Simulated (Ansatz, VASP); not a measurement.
## One calculation of HC18Cl, two programs

```
CELL_PARAMETERS angstrom
7.39800 0.00000 0.00000
-3.69900 6.40686 0.00000
0.00000 0.00000 13.00000
ATOMIC_POSITIONS crystal
C 0.99791 0.99522 0.07495
C 0.21868 0.10582 0.07509
C 0.99714 0.32742 0.07546
C 0.21962 0.43867 0.07530
C 0.99644 0.66143 0.07558
C 0.22007 0.77332 0.07558
C 0.33036 0.99390 0.07542
C 0.55266 0.10516 0.07553
C 0.32980 0.32806 0.07524
C 0.55342 0.44001 0.07549
C 0.33119 0.66210 0.07554
C 0.55196 0.77248 0.07553
C 0.66288 0.99459 0.07544
C 0.88667 0.10648 0.07525
C 0.66442 0.32870 0.07558
C 0.88524 0.43931 0.07558
C 0.66369 0.66055 0.07554
C 0.88605 0.77184 0.07533
Cl 0.03957 0.19289 0.34508
H 0.97716 0.19599 0.25212
```

Alike in both runs: functional PBE; dispersion D3(BJ); k mesh 2 × 2 × 1; occupations fermi-dirac, width 0.05 eV; no spin polarisation.

Ansatz relaxed the structure, and its values are those at the end. VASP's run is a single point on that final structure, the one shown.

|  | VASP | Ansatz |
| --- | --- | --- |
| version | VASP 6.6.1 | Ansatz 0.2.0 |
| potentials or method | VASP PAW PBE potentials, release 64 (C, Cl, H), cutoff 520 eV | scalar-relativistic, plane waves, PAW |
| valence electrons in the cell | 80 | 80 |

Ansatz gave:

| Property | Result |
| --- | --- |
| rms of the force components (eV/Å) | 0.014 |

Q: Estimate VASP's values.

A: rms of the force components (eV/Å): 0.035.

The k mesh is coarse, so the values compare programs but aren't converged.
